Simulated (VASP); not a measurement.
A run of VASP 6.6.1 is set up as follows.

Contents of INCAR:

```
SYSTEM = SnSe
  PREC = Accurate
  ENCUT = 500
  EDIFF = 1E-6
  ISMEAR = 0
  SIGMA = 0.01
  LREAL = .FALSE.
  LASPH = .TRUE.
  NELM = 120
  ALGO = Normal
  ISIF = 2
  LWAVE = .FALSE.
  LCHARG = .FALSE.
  GGA = CA
  NBANDS = 17
  GGA_COMPAT = .FALSE.
```

Contents of KPOINTS:

```
regular mesh
0
G
  4 4 4
  0 0 0
```

Contents of POSCAR:

```
SnSe
1.0
    0.0000000000      2.9848894956      2.9848894956
    2.9848894956      0.0000000000      2.9848894956
    2.9848894956      2.9848894956      0.0000000000
Sn Se
1 1
Direct
    0.0000000000      0.0000000000      0.0000000000
    0.5000000000      0.5000000000      0.5000000000
```

Potentials or basis: VASP PAW LDA potentials, release 64 (Sn_d, Se).

The run is started by

```bash
$ cat potpaw_LDA.64/Sn_d/POTCAR potpaw_LDA.64/Se/POTCAR > POTCAR
$ mpirun -np 1 vasp_std > vasp.out
```

Problem. Predict the band gap on the k mesh.

Solution. 0.71 eV.

Problem. Predict the pressure.

Solution. -3.5 GPa.

Caveat: the k points lie up to 0.46 Å⁻¹ apart; spin-orbit coupling is left out, which moves the levels of the heavy elements. A k mesh can miss the band edges.
